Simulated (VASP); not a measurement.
## Nb: electric field gradients with PBE

Crystal: Nb.

```xyz
1
Lattice="0.0000 2.1150 2.1150 2.1150 0.0000 2.1150 2.1150 2.1150 0.0000" Properties=species:S:1:pos:R:3 pbc="T T T"
Nb    0.0000    0.0000    0.0000
```

```yaml
Program: VASP 6.6.1
Task: electric field gradients
Functional: PBE
Potentials_or_basis: VASP PAW PBE potentials, release 64 (Nb_sv)
Cutoff: 520 eV
k_mesh: 13 × 13 × 13
Occupations: fermi-dirac, width 0.08 eV
Spin: no spin polarisation
Dipole_correction: no
Further_INCAR_settings: ALGO = Normal; EDIFF = 1e-08; NBANDS = 12
```

| Property | Result |
| --- | --- |
| Pressure | -1.4 GPa |

Levels at points of the mesh, in eV from the Fermi level:
```tsv
k point	band 2	band 3	band 4	band 5	band 6	band 7	band 8	band 9	band 10	band 11
(0.00, 0.00, 0.00)	-30.19	-30.19	-30.19	-6.19	0.12	0.12	0.12	2.69	2.69	11.83
```

Run time: 8.1 s on 1 thread of Intel Xeon 6975P-C, with other jobs on the host, peak memory 0.15 GiB.

Caveat: without QUAD_EFG the Cq values of the log hold for a quadrupole moment of 1 mb, not for the nuclei.
